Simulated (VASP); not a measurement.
A run of VASP 6.6.1 is set up as follows.

INCAR

```
SYSTEM = PbS
ALGO = Normal
EDIFF = 1E-6
EDIFFG = -0.005
ENCUT = 600
GGA = PE
IBRION = 2
ISIF = 3
ISMEAR = -1
LASPH = .TRUE.
LCHARG = .FALSE.
LREAL = .FALSE.
LWAVE = .FALSE.
NELM = 80
NSW = 32
PREC = Accurate
PSTRESS = 400.0
SIGMA = 0.1
```

The input KPOINTS:

```
k-points
0
G
  12 12 12
  0 0 0
```

File POSCAR:

```
PbS
1.0
    0.0000000000      2.8447677295      2.8447677295
    2.8447677295      0.0000000000      2.8447677295
    2.8447677295      2.8447677295      0.0000000000
Pb S
1 1
Direct
    0.0000000000      0.0000000000      0.0000000000
    0.2500000000      0.2500000000      0.2500000000
```

Potentials or basis: VASP PAW PBE potentials, release 64 (Pb_d, S).

Launch:

```bash
$ cat potpaw_PBE.64/Pb_d/POTCAR potpaw_PBE.64/S/POTCAR > POTCAR
$ mpirun -np 1 vasp_std > vasp.out
```

(1) What does it give for the relaxed volume?

(2) Predict the band gap on the k mesh.

(3) What does it give for the relaxed cell?

(4) Estimate the space group after relaxing (to 0.1 Å).

Answers

(1) 23.02 Å³/atom.

(2) zero (bands 10 and 11 overlap by 0.94 eV).

(3) a = 4.023 Å, b = 4.023 Å, c = 4.023 Å, α = 60.00°, β = 60.00°, γ = 60.00°.

(4) F-43m (No. 216).

Caveat: the cell is relaxed towards a set pressure, so the run minimises the enthalpy, not the energy; spin-orbit coupling is left out, which moves the levels of the heavy elements.
